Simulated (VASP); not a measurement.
Set up this calculation in VASP 6.6.1, as the native input.

```yaml
Task: single point
Functional: PBE-based screened hybrid with 25 % exact exchange
Potentials_or_basis: VASP PAW PBE potentials, release 64 (Sb, Ga_d)
Cutoff: 520 eV
k_mesh: 5 × 5 × 5
Occupations: fermi-dirac, width 0.05 eV
Spin: no spin polarisation
Dipole_correction: no
Grid_for_exact_exchange_PRECFOCK: Normal
Share_of_exact_exchange: 0.25
Further_INCAR_settings: ALGO = Normal; EDIFF = 1e-06; NBANDS = 16
Screening_parameter: 0.4 1/Å
```

GaSb:

```
Sb Ga
1.0
    -2.75343    2.75343    1.59071
     2.75343   -2.75343    1.59071
     2.75343    2.75343   -1.59071
Sb Ga
1 1
Direct
  0.00000 0.00000 0.00000
  0.75000 0.25000 0.50000
```

One way to write it, as run:

POSCAR

```
GaSb
1.0
   -2.7534340000      2.7534340000      1.5907070000
    2.7534340000     -2.7534340000      1.5907070000
    2.7534340000      2.7534340000     -1.5907070000
Sb Ga
1 1
Direct
    0.0000000000      0.0000000000      0.0000000000
    0.7500000000      0.2500000000      0.5000000000
```

INCAR.step1

```
SYSTEM = GaSb
PREC = Accurate
ENCUT = 520
EDIFF = 1E-5
ISMEAR = -1
SIGMA = 0.05
LREAL = .FALSE.
LASPH = .TRUE.
NELM = 80
ALGO = Normal
ISIF = 2
LWAVE = .TRUE.
LCHARG = .FALSE.
GGA = PE
NBANDS = 16
LUSENCCL = .FALSE.
```

INCAR.step2

```
SYSTEM = GaSb
PREC = Accurate
ENCUT = 520
EDIFF = 1E-6
ISMEAR = -1
SIGMA = 0.05
LREAL = .FALSE.
LASPH = .TRUE.
NELM = 80
ALGO = Normal
ISIF = 2
LWAVE = .FALSE.
LCHARG = .FALSE.
GGA = PE
LHFCALC = .TRUE.
AEXX = 0.25
HFSCREEN = 0.4
PRECFOCK = Normal
ISTART = 1
NBANDS = 16
LUSENCCL = .FALSE.
```

KPOINTS

```
regular mesh
0
G
  5 5 5
  0 0 0
```

Potentials or basis: VASP PAW PBE potentials, release 64 (Sb, Ga_d).

The run is started by

```sh
$ cat potpaw_PBE.64/Sb/POTCAR potpaw_PBE.64/Ga_d/POTCAR > POTCAR
$ cp INCAR.step1 INCAR
$ mpirun -np 1 vasp_std > vasp.out
$ cp INCAR.step2 INCAR
$ mpirun -np 1 vasp_std > vasp.out
```

Results of the run:

* Pressure: -1.4 GPa
* Band gap on the k mesh: zero (bands 9 and 10 overlap by 2.86 eV)

Caveat: the k points lie up to 0.46 Å⁻¹ apart, too coarse for converged energies and pressures of a metal; the PAW data sets were made with another functional, which shifts forces and pressure a little; spin-orbit coupling is left out, which moves the levels of the heavy elements.

It took 20 min on 1 × NVIDIA H100 80GB with 1 thread of AMD EPYC 7R13 Processor (Zen 3), on a shared host, peak memory 1.2 GiB.
